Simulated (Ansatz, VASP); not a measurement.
## One calculation of Pd, two programs

Contents of INCAR:

```
  AGGAC = 1.0
  AGGAX = 1.0
  ALDAC = 0.0
  ALDAX = 1.0
  ALGO = Normal
  EDIFF = 1E-6
  ENCUT = 520
  GGA = B5
  ISIF = 2
  ISMEAR = -1
  ISPIN = 2
  LASPH = True
  LCHARG = False
  LMAXMIX = 4
  LORBIT = 11
  LREAL = False
  LWAVE = False
  MAGMOM = 0.5 -0.5
  NBANDS = 21
  NELM = 150
  PREC = Accurate
  SIGMA = 0.05
```

The input KPOINTS:

```
k-points
0
Gamma
  16 16 16
```

Contents of POSCAR:

```
Pd
1.0
    3.2874695700      0.0000000000      0.0000000000
    0.0000000000      3.2874695700      0.0000000000
    0.0000000000      0.0000000000      3.2874695700
Pd
2
Direct
    0.0000000000      0.0000000000      0.0000000000
    0.5000000000      0.5000000000      0.5000000000
```

Input for Ansatz:

```yaml
crystal:
  lattice:
    - [3.28746957, 0.0, 0.0]
    - [0.0, 3.28746957, 0.0]
    - [0.0, 0.0, 3.28746957]
  atoms:
    - { symbol: Pd, position: [0.0, 0.0, 0.0], spin: 0.5 }
    - { symbol: Pd, position: [0.5, 0.5, 0.5], spin: -0.5 }
hamiltonian:
  xc: blyp
  pseudopotentials:
    kind: paw
    azcp:
      Pd: "pseudopotentials/Pd.paw.azcp"
basis:
  ecutwfc: 420
  fft_grid_basis: typed
kpoints:
  mp_grid: { grid: [16, 16, 16], shift: [0, 0, 0] }
magnetization:
  spin_polarized: true
scf:
  occupations: { method: fermi_dirac, width: 0.05 }
output:
  stress: true
```

Alike in both runs: task single point; functional BLYP; k mesh 16 × 16 × 16; occupations fermi-dirac, width 0.05 eV; collinear spin.

```csv
,VASP,Ansatz
version,VASP 6.6.1,Ansatz 0.2.0
potentials or method,"VASP PAW PBE potentials, release 64 (Pd), cutoff 520 eV","plane waves (420 eV) with PAW, scalar-relativistic"
valence electrons in the cell,20,36
```

```tsv
	VASP	Ansatz	Ansatz less VASP
pressure (GPa)	-7.9	-8.1	-0.21
net moment per atom (μB)	0.00	0.00	0.000
```

VASP's potentials were made for PBE, not for BLYP. The functional is the same, so the differences come from potentials, cutoffs and numerics. VASP's potentials hold 20 valence electrons a cell and Ansatz's 36, so a difference there can come from the potentials and not from the codes. Ansatz's warnings: seeded moment not kept.
